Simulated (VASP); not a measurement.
ZrO2: vibrations by perturbation theory with PBEsol

Crystal: ZrO2.

```
CELL_PARAMETERS angstrom
3.58449 0.00000 0.00000
0.00000 3.58449 0.00000
0.00000 0.00000 5.17720
ATOMIC_POSITIONS crystal
Zr 0.00000 0.00000 0.00000
Zr 0.50000 0.50000 0.50000
O 0.00000 0.50000 0.20148
O 0.00000 0.50000 0.70148
O 0.50000 0.00000 0.29852
O 0.50000 0.00000 0.79852
```

```json
{
 "Program": "VASP 6.6.1",
 "Task": "vibrations by perturbation theory",
 "Functional": "PBEsol",
 "Potentials or basis": "VASP PAW PBE potentials, release 64 (Zr_sv, O)",
 "Cutoff": "600 eV",
 "k mesh": "6 × 6 × 4",
 "Occupations": "gaussian, width 0.01 eV",
 "Spin": "no spin polarisation",
 "Dipole correction": "no",
 "Further INCAR settings": "ALGO = Normal; EDIFF = 1e-08; NBANDS = 33; IBRION = 8; NSW = 1"
}
```

- Electronic dielectric tensor (diagonal): 5.79, 5.79, 5.18
- Born charges (mean of the diagonal): Zr +5.49; O -2.75 e
- Highest phonon frequency at Γ, LO-TO splitting left out: 641 cm⁻¹

Phonon frequencies in cm⁻¹ (negative: imaginary):
```csv
q point,frequencies
"(0.000, 0.000, 0.000)",-1 -1 0 116 116 137 137 284 306 332 439 439 442 442 587 640 640 641
```

Electronic dielectric tensor:
```
5.79 0.00 0.00
0.00 5.79 0.00
0.00 0.00 5.18
```

Born effective charge tensors (e):
atom 1, Zr
```
5.76 0.00 0.00
0.00 5.76 0.00
0.00 0.00 4.96
```
atom 2, Zr
```
5.76 0.00 0.00
0.00 5.76 0.00
0.00 0.00 4.96
```
atom 3, O
```
-2.12  0.00  0.00
 0.00 -3.64  0.00
 0.00  0.00 -2.48
```
atom 4, O
```
-3.64  0.00  0.00
 0.00 -2.12  0.00
 0.00  0.00 -2.48
```
atom 5, O
```
-2.12  0.00  0.00
 0.00 -3.64  0.00
 0.00  0.00 -2.48
```
atom 6, O
```
-3.64  0.00  0.00
 0.00 -2.12  0.00
 0.00  0.00 -2.48
```

Wall time 41 min on 1 thread of Intel(R) Xeon(R) Platinum 8488C (Sapphire Rapids), with other jobs on the host, peak memory 0.64 GiB.
